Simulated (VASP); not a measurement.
Wanted: the native input for a VASP 6.6.1 run.

| Quantity | Value |
| --- | --- |
| Task | single point |
| Functional | r2SCAN |
| Potentials or basis | VASP PAW PBE potentials, release 64 (Co) |
| Cutoff | 520 eV |
| k mesh | 13 × 13 × 7 |
| Occupations | gaussian, width 0.1 eV |
| Spin | collinear spin, ferromagnetic start |
| Starting moments | [3.0, 3.0] μB |
| Dipole correction | no |
| Further INCAR settings | ALGO = Normal; EDIFF = 1e-07; NBANDS = 20 |

Crystal: Co.

```
Co
1.0
     2.50710    0.00000    0.00000
    -1.25355    2.17121    0.00000
     0.00000    0.00000    4.06860
Co
2
Direct
  0.33333 0.66667 0.25000
  0.66667 0.33333 0.75000
```

These files were run (other wordings do the same):

POSCAR

```
Co
1.0
    2.5070990100      0.0000000000      0.0000000000
   -1.2535495000      2.1712114300      0.0000000000
    0.0000000000      0.0000000000      4.0686000000
Co
2
Direct
    0.3333333300      0.6666666700      0.2500000000
    0.6666666700      0.3333333300      0.7500000000
```

INCAR.step1

```
SYSTEM = Co
ALGO = Normal ; EDIFF = 1E-4
ENCUT = 520 ; GGA = PE
ISMEAR = 0 ; ISPIN = 2
LASPH = .TRUE. ; LCHARG = .FALSE.
LMAXMIX = 4 ; LREAL = .FALSE.
LWAVE = .TRUE. ; MAGMOM = 3 3
NBANDS = 20 ; NELM = 150
PREC = Accurate ; SIGMA = 0.1
```

INCAR.step2

```
SYSTEM = Co
ALGO = Normal ; EDIFF = 1E-7
ENCUT = 520 ; ISIF = 2
ISMEAR = 0 ; ISPIN = 2
ISTART = 1 ; LASPH = .TRUE.
LCHARG = .FALSE. ; LMAXMIX = 4
LMIXTAU = .TRUE. ; LORBIT = 11
LREAL = .FALSE. ; LWAVE = .FALSE.
MAGMOM = 3 3 ; METAGGA = R2SCAN
NBANDS = 20 ; NELM = 150
PREC = Accurate ; SIGMA = 0.1
```

KPOINTS

```
k-points
0
G
  13 13 7
  0 0 0
```

Potentials or basis: VASP PAW PBE potentials, release 64 (Co).

The run is started by

```console
$ cat potpaw_PBE.64/Co/POTCAR > POTCAR
$ cp INCAR.step1 INCAR
$ mpirun -np 1 vasp_std > vasp.out
$ cp INCAR.step2 INCAR
$ mpirun -np 1 vasp_std > vasp.out
```

It gave:

| Property | Result |
| --- | --- |
| Pressure | -8.3 GPa |
| Net moment | 3.57 μB per cell |
| Site moments | Co +1.86 μB |
| Valence electrons inside the program's atomic spheres | Co 8.25 |

Caveat: the PAW data sets were made with another functional, which shifts forces and pressure a little.

Run time: 3.2 min on 1 thread of Intel(R) Xeon(R) Platinum 8375C CPU @ 2.90GHz (Ice Lake) (shared host), peak memory 0.18 GiB.
